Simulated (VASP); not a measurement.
The system is MoS2, a slab with vacuum.

```
CELL_PARAMETERS angstrom
3.18413 0.00000 0.00000
-1.59206 2.75753 0.00000
0.00000 0.00000 17.33460
ATOMIC_POSITIONS crystal
Mo 0.00000 0.00000 0.00000
S 0.33333 0.66667 0.08949
S 0.33333 0.66667 0.91051
```

Program: VASP 6.6.1. Alike in all runs: task single point; level r2SCAN; potentials or basis VASP PAW PBE potentials, release 64 (Mo_sv, S); no spin polarisation; cell as given; cutoff (eV) 520; smearing fermi-dirac 0.1 eV.

Problem. Order these runs on this cell by their band gap on the k mesh, lowest first.
A. k mesh 3 × 3 × 1
B. k mesh 4 × 4 × 1
C. k mesh 8 × 8 × 2

Solution. A (1.72 eV), C (1.87 eV), B (2.25 eV).

Caveats: some runs use coarse meshes.

A k mesh can miss the band edges, odd and even meshes differently.
